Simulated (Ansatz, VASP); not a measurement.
**One calculation of NaI, two programs**

The input POSCAR:

```
NaI
1.0
    0.0161667651      3.2414364115      3.2414364115
    3.2414364115      0.0161667651      3.2414364115
    3.2414364115      3.2414364115      0.0161667651
Na I
1 1
Direct
    0.0000000000      0.0000000000      0.0000000000
    0.5000000000      0.5000000000      0.5000000000
```

The input INCAR.step1:

```
SYSTEM = NaI
PREC = Accurate ; ENCUT = 520
ISMEAR = 0 ; SIGMA = 0.01
LREAL = .False. ; LASPH = .True.
NELM = 80 ; GGA = PE
ALGO = Normal ; EDIFF = 1E-4
LWAVE = .True. ; LCHARG = .False.
```

File INCAR.step2:

```
SYSTEM = NaI
PREC = Accurate ; ENCUT = 520
EDIFF = 1E-6 ; ISMEAR = 0
SIGMA = 0.01 ; LREAL = .False.
LASPH = .True. ; NELM = 80
ALGO = Normal ; ISIF = 2
LWAVE = .False. ; LCHARG = .False.
METAGGA = R2SCAN ; LMIXTAU = .True.
IBRION = 2 ; NSW = 50
EDIFFG = -0.002 ; ISTART = 1
```

File KPOINTS:

```
Automatic mesh
0
Gamma
  6 6 6
  0 0 0
```

Input for Ansatz:

```yaml
crystal:
  lattice:
    - [0.01616676514, 3.24143641151, 3.24143641151]
    - [3.24143641151, 0.01616676514, 3.24143641151]
    - [3.24143641151, 3.24143641151, 0.01616676514]
  atoms:
    - { symbol: Na, position: [0.0, 0.0, 0.0] }
    - { symbol: I, position: [0.5, 0.5, 0.5] }
kpoints:
  mp_grid: { grid: [6, 6, 6] }
scf:
  occupations: { method: fixed }
  convergence: { dr2_threshold: 1.0e-10 }
hamiltonian:
  xc: r2scan
  pseudopotentials: { kind: paw }
output:
  forces: true
  stress: true
  eigenstates:
    kpoints:
      - [0.0, 0.0, 0.0]
      - [0.0, -0.5, -0.5]
      - [-0.5, 0.0, -0.5]
      - [-0.5, -0.5, 0.0]
      - [-0.5, 0.0, 0.0]
      - [0.0, -0.5, 0.0]
      - [0.0, 0.0, -0.5]
      - [-0.5, -0.5, -0.5]
relax:
  f_tol: 0.002
  max_steps: 30
```

Change from the starting cell: equal xy, yz and zx engineering shears of +0.5 %, PAW files.

Alike in both runs: task relaxation of the atoms; functional r2SCAN; k mesh 6 × 6 × 6; no spin polarisation.

|  | VASP | Ansatz |
| --- | --- | --- |
| version | VASP 6.6.1 | Ansatz 0.2.0 |
| potentials or method | VASP PAW PBE potentials, release 64 (Na_pv, I) | PAW with Ansatz's default frozen-core files, scalar-relativistic |
| plane-wave cutoff (eV) | 520 | 500 |
| occupations | gaussian, width 0.01 eV | fixed |
| valence electrons in the cell | 14 | 26 |

VASP gave:

* gap on the k mesh at the Fermi level, each at its own relaxed structure (eV): 4.44

Task: Which values does Ansatz return?

Result: gap on the k mesh at the Fermi level, each at its own relaxed structure (eV): 4.43.

VASP's potentials were made for PBE, not for r2SCAN. VASP's potentials hold 14 valence electrons a cell and Ansatz's 26, so a difference there can come from the potentials and not from the codes.

Neither program's run includes spin-orbit coupling. Noted on VASP's run: the relaxation stopped at its first step, so nothing moved.
